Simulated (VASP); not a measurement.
C:

```
CELL_PARAMETERS angstrom
2.54074 0.00000 0.00000
-1.27037 2.20035 0.00000
0.00000 0.00000 4.16837
ATOMIC_POSITIONS crystal
C 0.33333 0.66667 0.00018
C 0.66667 0.33333 0.50018
C 0.33333 0.66667 0.37482
C 0.66667 0.33333 0.87482
```

This cell differs from its parent crystal: epitaxial xy strain +1.5%.

Base run:

* Program: VASP 6.6.1
* Functional: PBE
* Potentials or basis: VASP PAW PBE potentials, release 64 (C)
* Cutoff: 520 eV
* k mesh: 12 × 12 × 6
* Occupations: fermi-dirac, width 0.02 eV
* Spin: no spin polarisation

Its results: band gap on the k mesh 3.42 eV (least direct gap 4.75 eV); pressure -7.7 GPa.

Problem. The run is repeated on the same cell with these changes: functional from PBE to r2SCAN; occupations from fermi-dirac, width 0.02 eV to gaussian, width 0.01 eV. What comes out?

Solution. Band gap on the k mesh 3.67 eV (least direct gap 4.95 eV); pressure -11.5 GPa.

Caveats: the cell stands under tension; the PAW data sets were made with another functional, which shifts forces and pressure a little (at least some runs).

A k mesh can miss the band edges.
